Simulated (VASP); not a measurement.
Input of a VASP 6.6.1 run:

The input INCAR:

```
SYSTEM = Cs
PREC = Accurate ; ENCUT = 520
EDIFF = 1E-6 ; ISMEAR = -1
SIGMA = 0.05 ; LREAL = .FALSE.
LASPH = .TRUE. ; NELM = 80
ALGO = Normal ; ISIF = 2
LWAVE = .FALSE. ; LCHARG = .FALSE.
GGA = CA ; NBANDS = 10
```

Contents of KPOINTS:

```
Automatic mesh
0
G
  6 6 6
  0 0 0
```

Contents of POSCAR:

```
Cs
1.0
    0.0000000000      3.1880000000      3.1880000000
    3.1880000000      0.0000000000      3.1880000000
    3.1880000000      3.1880000000      0.0000000000
Cs
1
Direct
    0.0000000000      0.0000000000      0.0000000000
```

Potentials or basis: VASP PAW LDA potentials, release 64 (Cs_sv).

Launch:

```console
$ cat potpaw_LDA.64/Cs_sv/POTCAR > POTCAR
$ mpirun -np 1 vasp_std > vasp.out
```

Q: Estimate the pressure.

A: 1.4 GPa.
